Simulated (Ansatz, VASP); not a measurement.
## CuO: VASP beside Ansatz

```
CELL_PARAMETERS angstrom
3.17953 0.00000 0.00000
-1.58977 2.75356 0.00000
0.00000 0.00000 4.43149
ATOMIC_POSITIONS crystal
Cu 0.00000 0.00000 0.00000
Cu 0.00000 0.00000 0.50000
O 0.33333 0.66667 0.25000
O 0.66667 0.33333 0.75000
```

Alike in both runs: task single point; functional PBEsol; k mesh 7 × 7 × 4; occupations gaussian, width 0.05 eV; collinear spin; Hubbard terms Cu d U = 2.0 eV.

```csv
,VASP,Ansatz
version,VASP 6.6.1,Ansatz 0.2.0
potentials or method,"VASP PAW PBE potentials, release 64 (Cu_sv_GW, O), cutoff 820 eV","scalar-relativistic, plane waves, PAW"
valence electrons in the cell,50,50
```

|  | VASP | Ansatz | Ansatz less VASP |
| --- | --- | --- | --- |
| gap on the k mesh at the Fermi level (eV) | none | none | - |
| pressure (GPa) | -3.5 | -1.0 | +2.47 |
| traceless stress, the component that is largest in VASP (GPa) | 30.03 | 29.42 | -0.610 |
| net moment per atom (μB) | 0.36 | 0.34 | -0.020 |
| size of the moment on the site where the two differ most (μB) | 0.40 | 0.35 | -0.042 |

VASP's potentials were made for PBE, not for PBEsol. Site moments also hang on the region over which each program counts them. The programs project onto different local orbitals, so the same U acts differently, and such runs can settle in different states. A gap of «none» marks a metal or a gap that the smearing closes. Ansatz's warnings: filled band counts differ across k points.
